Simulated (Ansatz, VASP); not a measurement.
Two plane-wave programs on SrTiO3

Contents of INCAR:

```
SYSTEM = SrTiO3
ALGO     = Normal         ! electronic algorithm
EDIFF    = 1E-6           ! SCF threshold, eV
ENCUT    = 520            ! plane-wave cutoff, eV
GGA      = PS             ! functional
ISIF     = 2              ! what is computed and relaxed
ISMEAR   = 0              ! smearing method
LASPH    = .TRUE.         ! aspherical terms in the spheres
LCHARG   = .TRUE.         ! write CHGCAR
LELF     = .TRUE.         ! ELF
LREAL    = .FALSE.        ! projectors in reciprocal space
LVHAR    = .TRUE.       
LWAVE    = .FALSE.        ! write WAVECAR
NBANDS   = 28             ! bands
NELM     = 100            ! most SCF steps
PREC     = Accurate       ! precision mode
SIGMA    = 0.05           ! smearing width, eV
```

The input KPOINTS:

```
k-points
0
G
  8 8 8
  0 0 0
```

File POSCAR:

```
SrTiO3
1.0
    4.0470368016      0.0000000000      0.0000000000
    0.0000000000      4.0470368016      0.0000000000
    0.0000000000      0.0000000000      3.8913815400
Sr Ti O
1 1 3
Direct
    0.0048145112      0.0000000000      0.0000000000
    0.5118852015      0.5000000000      0.5000000000
   -0.0194219610      0.5000000000      0.5000000000
    0.4787479076      0.0000000000      0.5000000000
    0.4787479076      0.5000000000      0.0000000000
```

Input for Ansatz:

```yaml
crystal:
  lattice:
    - [4.0470368016, 0.0, 0.0]
    - [0.0, 4.0470368016, 0.0]
    - [0.0, 0.0, 3.89138154]
  atoms:
    - { symbol: Sr, position: [0.0048145112, 0.0, 0.0] }
    - { symbol: Ti, position: [0.5118852015, 0.5, 0.5] }
    - { symbol: O, position: [-0.019421961, 0.5, 0.5] }
    - { symbol: O, position: [0.4787479076, 0.0, 0.5] }
    - { symbol: O, position: [0.4787479076, 0.5, 0.0] }
basis:
  ecutwfc: 520.0
kpoints:
  mp_grid: { grid: [8, 8, 8] }
hamiltonian:
  xc: pbesol
  pseudopotentials: { kind: paw, azcp: { folder: soft_1 } }
scf:
  occupations: { method: gaussian, width: 0.05 }
output:
  forces: true
  stress: true
  eigenvalues: true
```

Change from the starting cell: mode 1 frozen in at -0.083 Å, equal normal strain along x and y +0.0400.

Alike in both runs: task single point; functional PBEsol; k mesh 8 × 8 × 8; occupations gaussian, width 0.05 eV; no spin polarisation.

|  | VASP | Ansatz |
| --- | --- | --- |
| version | VASP 6.6.1 | Ansatz 0.2.0 |
| potentials or method | VASP PAW PBE potentials, release 64 (Sr_sv, Ti_sv, O), cutoff 520 eV | scalar-relativistic, plane waves, PAW |
| valence electrons in the cell | 40 | 40 |

```csv
,VASP,Ansatz,Ansatz less VASP
gap on the k mesh at the Fermi level (eV),1.73,1.76,+0.032
least direct gap on the mesh (eV),2.28,2.30,+0.019
pressure (GPa),-10.6,-11.2,-0.54
"traceless stress, the component that is largest in VASP (GPa)",4.02,3.98,-0.040
rms of the force components (eV/Å),0.135,0.147,+0.0121
```

VASP's potentials were made for PBE, not for PBEsol, and Ansatz warns of the same on its side. Atom by atom the forces differ by 0.013 eV/Å (rms over components). With one functional, cell and mesh, what is left measures potentials, basis and numerics.
